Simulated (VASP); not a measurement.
**HfN: vibrations by perturbation theory with PBEsol**

Crystal: HfN.

```
Hf N
1.0
     0.00000    2.23605    2.23605
     2.23605    0.00000    2.23605
     2.23605    2.23605    0.00000
Hf N
1 1
Cartesian
  0.0000 0.0000 0.0000
  2.2361 2.2361 2.2361
```

```
Program                : VASP 6.6.1
Task                   : vibrations by perturbation theory
Functional             : PBEsol
Potentials or basis    : VASP PAW PBE potentials, release 64 (Hf_pv, N)
Cutoff                 : 520 eV
k mesh                 : 16 × 16 × 16
Occupations            : fermi-dirac, width 0.15 eV
Spin                   : no spin polarisation
Dipole correction      : no
Further INCAR settings : ALGO = Normal; EDIFF = 1e-08; IBRION = 8; NSW = 1
```

```
Highest phonon frequency at Γ : 523 cm⁻¹
```

Phonon frequencies in cm⁻¹ (negative: imaginary):
```tsv
q point	frequencies
(0.000, 0.000, 0.000)	0 0 0 523 523 523
```

Run time: 2.5 min on 1 thread of Intel(R) Xeon(R) Platinum 8488C (Sapphire Rapids), on a shared host, peak memory 0.35 GiB.

Caveat: the cell stands under pressure or tension, which shifts response properties.
